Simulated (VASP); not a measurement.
Wanted: the native input for a VASP 6.6.1 run.

```yaml
Task: electric field gradients
Functional: PBEsol
Potentials_or_basis: VASP PAW PBE potentials, release 64 (Na_pv, Cl)
Cutoff: 520 eV
k_mesh: 9 × 9 × 9
Occupations: fermi-dirac, width 0.03 eV
Spin: no spin polarisation
Dipole_correction: no
Further_INCAR_settings: ALGO = Normal; EDIFF = 1e-08; NBANDS = 14
```

The structure of NaCl lies in POSCAR:

```
NaCl
1.0
    2.8600000000      0.0000000000      0.0000000000
    0.0000000000      2.8600000000      0.0000000000
    0.0000000000      0.0000000000      2.8028000000
Na Cl
1 1
Direct
    0.0000000000      0.0000000000      0.0000000000
    0.5000000000      0.5000000000      0.5000000000
```

This cell differs from its parent crystal: zz strain of -2 %.

These files were run (other wordings do the same):

INCAR

```
PREC = Accurate ; ENCUT = 520
EDIFF = 1E-8 ; ISMEAR = -1
SIGMA = 0.03 ; LREAL = False
LASPH = True ; NELM = 100
ALGO = Normal ; ISIF = 2
LWAVE = False ; LCHARG = False
GGA = PS ; LEFG = True
NBANDS = 14
```

KPOINTS

```
regular mesh
0
Gamma
  9 9 9
```

Potentials or basis: VASP PAW PBE potentials, release 64 (Na_pv, Cl).

Command:

```sh
$ cat potpaw_PBE.64/Na_pv/POTCAR potpaw_PBE.64/Cl/POTCAR > POTCAR
$ mpirun -np 1 vasp_std > vasp.out
```

It gave:

* Pressure: 65.2 GPa
* Band gap on the k mesh: 4.28 eV, direct

Caveat: the cell differs from its parent crystal (zz strain of -2 %); without QUAD_EFG the Cq values of the log hold for a quadrupole moment of 1 mb, not for the nuclei; the PAW data sets were made with another functional, which shifts forces and pressure a little.

It took 15 s on 1 thread of Intel(R) Xeon(R) Platinum 8259CL CPU @ 2.50GHz (Skylake/Cascade Lake) (shared host), peak memory 0.14 GiB.
